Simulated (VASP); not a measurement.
# PbS in VASP: further runs

Runs on PbS. Level: PBE. Tasks: electric field gradients.

All numbers are computed with VASP 6.6.1; they aren't measurements. Logs are shortened: lines on timing, memory, paths and dates and some standing lists are left out, and cuts for length are marked.

## (1) The cell of the first run

It takes space group Fm-3m (No. 225, cubic). Conventional cell: a = 5.969 Å, b = 5.969 Å, c = 5.969 Å, α = 90.00°, β = 90.00°, γ = 90.00°. Pb (site symmetry m-3m) has 6 S at 2.98 Å within 3.9 Å. Within 3.9 Å of S (site symmetry m-3m) lie 6 Pb at 2.98 Å.

## (2) Electric field gradients, PBE (volume scaled by 1.02)

Contents of INCAR:

```
PREC = Accurate
ENCUT = 520
EDIFF = 1E-8
ISMEAR = -1
SIGMA = 0.01
LREAL = F
LASPH = T
NELM = 60
ALGO = Normal
ISIF = 2
LWAVE = F
LCHARG = F
GGA = PE
LEFG = T
NBANDS = 17
```

Contents of KPOINTS:

```
regular mesh
0
Gamma
  8 8 8
```

Contents of POSCAR:

```
PbS
1.0
    0.0000000000      2.9846363338      2.9846363338
    2.9846363338      0.0000000000      2.9846363338
    2.9846363338      2.9846363338      0.0000000000
Pb S
1 1
Direct
    0.0000000000      0.0000000000      0.0000000000
    0.5000000000      0.5000000000      0.5000000000
```

Potentials or basis: VASP PAW PBE potentials, release 64 (Pb_d, S).

The run is started by

```bash
$ cat potpaw_PBE.64/Pb_d/POTCAR potpaw_PBE.64/S/POTCAR > POTCAR
$ mpirun -np 1 vasp_std > vasp.out
```

OUTCAR:

```text
PREC = Accurate
   ENCUT = 520
   EDIFF = 1E-8
   ISMEAR = -1
   LREAL = F
   LASPH = T
   NELM = 60
   ISIF = 2
   GGA = PE

 ion  position               nearest neighbor table
   1  0.000  0.000  0.000-   2 2.98   2 2.98   2 2.98   2 2.98   2 2.98   2 2.98
   2  0.500  0.500  0.500-   1 2.98   1 2.98   1 2.98   1 2.98   1 2.98   1 2.98

  LATTYP: Found a face centered cubic cell.
 ALAT       =     5.9692726676

  Lattice vectors:

 A1 = (   0.0000000000,   2.9846363338,   2.9846363338)
 A2 = (   2.9846363338,   0.0000000000,   2.9846363338)
 A3 = (   2.9846363338,   2.9846363338,   0.0000000000)

Analysis of symmetry for initial positions (statically):
=====================================================================
 Subroutine PRICEL returns:
 Original cell was already a primitive cell.

 Routine SETGRP: Setting up the symmetry group for a
 face centered cubic supercell.

 Subroutine GETGRP returns: Found 48 space group operations
 (whereof 48 operations were pure point group operations)
 out of a pool of 48 trial point group operations.

The static configuration has the point symmetry O_h .

Analysis of symmetry for dynamics (positions and initial velocities):
=====================================================================
 Subroutine PRICEL returns:
 Original cell was already a primitive cell.

 Routine SETGRP: Setting up the symmetry group for a
 face centered cubic supercell.

 Subroutine GETGRP returns: Found 48 space group operations
 (whereof 48 operations were pure point group operations)
 out of a pool of 48 trial point group operations.

The dynamic configuration has the point symmetry O_h .

 Subroutine INISYM returns: Found 48 space group operations
 (whereof 48 operations are pure point group operations),
 and found     1 'primitive' translations

----------------------------------------------------------------------------------------

                                     Primitive cell

  volume of cell :      53.1746

  direct lattice vectors                    reciprocal lattice vectors
     0.000000000  2.984636334  2.984636334    -0.167524597  0.167524597  0.167524597
     2.984636334  0.000000000  2.984636334     0.167524597 -0.167524597  0.167524597
     2.984636334  2.984636334  0.000000000     0.167524597  0.167524597 -0.167524597

  length of vectors
     4.220913182  4.220913182  4.220913182     0.290161114  0.290161114  0.290161114

  position of ions in fractional coordinates (direct lattice)
     0.000000000  0.000000000  0.000000000
     0.500000000  0.500000000  0.500000000

  ion indices of the primitive-cell ions
   primitive index   ion index
                 1           1
                 2           2

----------------------------------------------------------------------------------------

 KPOINTS: regular mesh

Automatic generation of k-mesh.
 Grid dimensions read from file:
 generate k-points for:    8    8    8

 Generating k-lattice:

  Cartesian coordinates                     Fractional coordinates (reciprocal lattice)
    -0.020940575  0.020940575  0.020940575     0.125000000  0.000000000  0.000000000
     0.020940575 -0.020940575  0.020940575     0.000000000  0.125000000  0.000000000
     0.020940575  0.020940575 -0.020940575     0.000000000  0.000000000  0.125000000

  Length of vectors
     0.036270139  0.036270139  0.036270139

  Shift w.r.t. Gamma in fractional coordinates (k-lattice)
     0.000000000  0.000000000  0.000000000

 Subroutine IBZKPT returns following result:
 ===========================================

 Found     29 irreducible k-points:

 Following reciprocal coordinates:
            Coordinates               Weight
  0.000000  0.000000  0.000000      1.000000
  0.125000  0.000000  0.000000      8.000000
  0.250000  0.000000  0.000000      8.000000
  0.375000  0.000000  0.000000      8.000000
  0.500000  0.000000  0.000000      4.000000
  0.125000  0.125000  0.000000      6.000000
[... 16 lines left out ...]
  0.500000  0.250000  0.125000     48.000000
 -0.375000  0.250000  0.125000     24.000000
 [... further k-points ...]
   k-points           NKPTS =     29   k-points in BZ     NKDIM =     29   number of bands    NBANDS=     17
   number of dos      NEDOS =    301   number of ions     NIONS =      2
   total plane-waves  NPLWV =  32768
   dimension x,y,z NGX =    32 NGY =   32 NGZ =   32
   dimension x,y,z NGXF=    64 NGYF=   64 NGZF=   64
   ions per type =               1   1
   NGX,Y,Z   is equivalent  to a cutoff of  12.60, 12.60, 12.60 a.u.
   NGXF,Y,Z  is equivalent  to a cutoff of  25.21, 25.21, 25.21 a.u.
 SYSTEM =  unknown system
   PREC   = accura    normal or accurate (medium, high low for compatibility)
   ISTART =      0    job   : 0-new  1-cont  2-samecut
   ICHARG =      2    charge: 1-file 2-atom 10-const
   ISPIN  =      1    spin polarized calculation?
   LNONCOLLINEAR =      F non collinear calculations
   LSORBIT =      F    spin-orbit coupling
   LASPH  =      T    aspherical Exc in radial PAW
   ENCUT  =  520.0 eV  38.22 Ry    6.18 a.u.   7.85  7.85  7.85*2*pi/ulx,y,z
   NELM   =     60;   NELMIN=  2; NELMDL= -5     # of ELM steps
   EDIFF  = 0.1E-07   stopping-criterion for ELM
   LREAL  =      F    real-space projection
   EDIFFG = 0.1E-06   stopping-criterion for IOM
   NSW    =      0    number of steps for IOM
   IBRION =     -1    ionic relax: 0-MD 1-quasi-New 2-CG
   NFREE  =      0    steps in history (QN), initial steepest desc. (CG)
   ISIF   =      2    stress and relaxation
   ISYM   =      2    0-nonsym 1-usesym 2-fastsym
   POTIM  = 0.5000    time-step for ionic-motion
   TEBEG  =    0.0;   TEEND  =   0.0 temperature during run
   PSTRESS=    0.0 pullay stress
   NELECT =      20.0000    total number of electrons
   NUPDOWN=      -1.0000    fix difference up-down
   EMIN   =  10.00;   EMAX   =-10.00  energy-range for DOS
   EFERMI =   0.00;   METHOD = LEGACY
   ISMEAR =    -1;   SIGMA  =   0.01  broadening in eV -4-tet -1-fermi 0-gaus
   EFERMI_NEDOS =   21; number of points for ismear=-14 and -15
   IALGO  =     38    algorithm
   IMIX   =      4    mixing-type and parameters
     AMIX     =   0.40;   BMIX     =  1.00
     AMIX_MAG =   1.60;   BMIX_MAG =  1.00
  volume/ion in A,a.u.               =      26.59       179.42
  Fermi-wavevector in a.u.,A,eV,Ry     =   1.181726  2.233138 19.000210  1.396476
  Thomas-Fermi vector in A             =   2.317994
   LORBIT       =      0    0 simple, 1 ext, 2 COOP (PROOUT), +10 PAW based schemes
   GGA     = PE    functional components
   LHFCALC =     F    Hartree Fock is set to
   AEXX    =    0.0000 exact exchange contribution
   IVDW    =     0    specifies the selected vdW correction
   LEPSILON=     F    determine dielectric tensor
   LRPA    =     F    only Hartree local field effects (RPA)
 non-spin polarized calculation
  energy-cutoff  :      520.00
  volume of cell :       53.17
 maximum number of plane-waves:      1459
   NGX = 15   NGY = 15   NGZ = 15

 number of electron      20.0000001 magnetization

 Free energy of the ion-electron system (eV)
  ---------------------------------------------------
  ext. energy  EPLUGINS =         0.00000000
  ---------------------------------------------------
  free energy    TOTEN  =        -8.76637414 eV

  energy without entropy =       -8.76637414  energy(sigma->0) =       -8.76637414

 E-fermi :   5.7760     XC(G=0):  -9.5929

 val. band max:        5.5537810706   @ k =   0.5000   0.0000   0.0000
 cond. band min:       5.9863456896   @ k =   0.5000   0.0000   0.0000
 fundamental gap:      0.4325646189
 Fermi energy:         5.7759712201

 k-point     1 :       0.0000    0.0000    0.0000
  band No.  band energies     occupation
      1     -11.2206      2.00000
      2     -11.2206      2.00000
      3     -11.2206      2.00000
      4     -11.2037      2.00000
      5     -11.2037      2.00000
      6      -7.8532      2.00000
[... 9 lines left out ...]
     16      12.3527      0.00000
     17      14.2876      0.00000

 k-point     2 :       0.1250    0.0000    0.0000
  band No.  band energies     occupation
      1     -11.2198      2.00000
      2     -11.2176      2.00000
      3     -11.2176      2.00000
      4     -11.2045      2.00000
      5     -11.2045      2.00000
      6      -7.7241      2.00000
[... 9 lines left out ...]
     16      12.7149      0.00000
     17      15.4432      0.00000

 k-point     3 :       0.2500    0.0000    0.0000
  band No.  band energies     occupation
      1     -11.2223      2.00000
      2     -11.2223      2.00000
      3     -11.2184      2.00000
      4     -11.1947      2.00000
      5     -11.1947      2.00000
      6      -7.3666      2.00000
[... 9 lines left out ...]
     16      13.5581      0.00000
     17      17.3854      0.00000

 k-point     4 :       0.3750    0.0000    0.0000
  band No.  band energies     occupation
      1     -11.2312      2.00000
      2     -11.2312      2.00000
      3     -11.2174      2.00000
      4     -11.1806      2.00000
      5     -11.1806      2.00000
      6      -6.9051      2.00000
[... 9 lines left out ...]
     16      14.7770      0.00000
     17      17.2908      0.00000

 k-point     5 :       0.5000    0.0000    0.0000
  band No.  band energies     occupation
      1     -11.2351      2.00000
      2     -11.2351      2.00000
      3     -11.2172      2.00000
      4     -11.1746      2.00000
      5     -11.1746      2.00000
      6      -6.6584      2.00000
[... 9 lines left out ...]
     16      15.7276      0.00000
     17      16.0830      0.00000

 k-point     6 :       0.1250    0.1250    0.0000
  band No.  band energies     occupation
      1     -11.2240      2.00000
      2     -11.2148      2.00000
      3     -11.2126      2.00000
      4     -11.2126      2.00000
      5     -11.2001      2.00000
      6      -7.6792      2.00000
[... 9 lines left out ...]
     16      13.4605      0.00000
     17      14.8881      0.00000
[... 281 lines left out ...]
 k-point    21 :       0.5000    0.5000    0.0000
  band No.  band energies     occupation
      1     -11.3432      2.00000
      2     -11.2440      2.00000
      3     -11.1796      2.00000
      4     -11.1640      2.00000
      5     -11.1640      2.00000
      6      -6.2594      2.00000
[... 9 lines left out ...]
     16      17.8498      0.00000
     17      17.8663      0.00000

 k-point    22 :       0.3750    0.2500    0.1250
  band No.  band energies     occupation
      1     -11.2475      2.00000
      2     -11.2238      2.00000
      3     -11.2100      2.00000
      4     -11.1936      2.00000
      5     -11.1842      2.00000
      6      -7.0599      2.00000
[... 9 lines left out ...]
     16      15.4247      0.00000
     17      15.7494      0.00000

 k-point    23 :       0.5000    0.2500    0.1250
  band No.  band energies     occupation
      1     -11.2614      2.00000
      2     -11.2182      2.00000
      3     -11.2126      2.00000
      4     -11.1886      2.00000
      5     -11.1781      2.00000
      6      -6.6520      2.00000
[... 9 lines left out ...]
     16      15.8436      0.00000
     17      16.8354      0.00000

 k-point    24 :      -0.3750    0.2500    0.1250
  band No.  band energies     occupation
      1     -11.2665      2.00000
      2     -11.2201      2.00000
      3     -11.2050      2.00000
      4     -11.1933      2.00000
      5     -11.1738      2.00000
      6      -6.4472      2.00000
[... 9 lines left out ...]
     16      16.4947      0.00000
     17      16.7267      0.00000

 [... further k-points ...]

------------------------ aborting loop because EDIFF is reached ----------------------------------------

  FORCE on cell =-STRESS in cart. coord.  units (eV):
  Direction    XX          YY          ZZ          XY          YZ          ZX
  --------------------------------------------------------------------------------------
  -------------------------------------------------------------------------------------
  Total        0.3388303      0.3388303      0.3388303      0.0000000      0.0000000     -0.0000000
  in kB       10.2091272     10.2091272     10.2091272      0.0000000      0.0000000     -0.0000000
  external PRESSURE =      10.2091272 kB  Pullay stress =       0.0000000 kB

 VOLUME and BASIS-vectors are now :
 -----------------------------------------------------------------------------
  energy-cutoff  :      520.00
  volume of cell :       53.17
      direct lattice vectors                 reciprocal lattice vectors
     0.000000000  2.984636334  2.984636334    -0.167524597  0.167524597  0.167524597
     2.984636334  0.000000000  2.984636334     0.167524597 -0.167524597  0.167524597
     2.984636334  2.984636334  0.000000000     0.167524597  0.167524597 -0.167524597

 POSITION                                       TOTAL-FORCE (eV/Angst)
 -----------------------------------------------------------------------------------
      0.00000      0.00000      0.00000         0.000000      0.000000      0.000000
      2.98464      2.98464      2.98464        -0.000000     -0.000000     -0.000000
 -----------------------------------------------------------------------------------
    total drift:                                0.000000     -0.000000     -0.000000

  FREE ENERGIE OF THE ION-ELECTRON SYSTEM (eV)
  ---------------------------------------------------
  free  energy   TOTEN  =        -8.7663741356 eV

  energy  without entropy=       -8.7663741356  energy(sigma->0) =       -8.76637414

 Electric field gradients (V/A^2)
---------------------------------------------------------------------
 ion       V_xx      V_yy      V_zz      V_xy      V_xz      V_yz
---------------------------------------------------------------------
   1       0.000     0.000    -0.000    -0.001    -0.001    -0.001
   2      -0.000     0.000     0.000    -0.000    -0.000    -0.000
---------------------------------------------------------------------

 Electric field gradients after diagonalization (V/A^2)
 (convention: |V_zz| > |V_xx| > |V_yy|)
----------------------------------------------------------------------
 ion       V_xx      V_yy      V_zz     asymmetry (V_yy - V_xx)/ V_zz
----------------------------------------------------------------------
   1       0.001     0.001    -0.002       0.000
   2       0.000     0.000    -0.001       0.000
----------------------------------------------------------------------

           NMR quadrupolar parameters

 Cq : quadrupolar parameter    Cq=e*Q*V_zz/h
 eta: asymmetry parameters     (V_yy - V_xx)/ V_zz
 Q  : nuclear electric quadrupole moment in mb (millibarn)
----------------------------------------------------------------------
 ion       Cq(MHz)       eta       Q (mb)
----------------------------------------------------------------------
   1      -0.000       0.000       1.000
   2      -0.000       0.000       1.000
----------------------------------------------------------------------
```

Run time: 25 s. Hardware: 1 thread of Intel Xeon 6975P-C, shared host; peak memory 0.19 GiB.

Results:

```yaml
Free_energy: -8.7664 eV
Pressure: 1.0 GPa
Band_gap_on_the_k_mesh: 0.43 eV, direct
```

Levels at points of the mesh, in eV from the valence-band top:
| k point | band 8 | band 9 | band 10 | band 11 | band 12 | band 13 |
| --- | --- | --- | --- | --- | --- | --- |
| (0.00, 0.00, 0.00) | -2.06 | -2.06 | -2.06 | 5.18 | 5.18 | 5.18 |
| (0.50, 0.00, 0.00) | -1.68 | -1.68 | 0.00 | 0.43 | 2.02 | 2.02 |
| (0.50, 0.50, 0.00) | -5.01 | -3.30 | -3.30 | 3.97 | 5.53 | 5.63 |

Caveat: without QUAD_EFG the Cq values of the log hold for a quadrupole moment of 1 mb, not for the nuclei; spin-orbit coupling is left out, which moves the levels of the heavy elements. A k mesh can miss the band edges.

(Continued in part 2 of 3.)
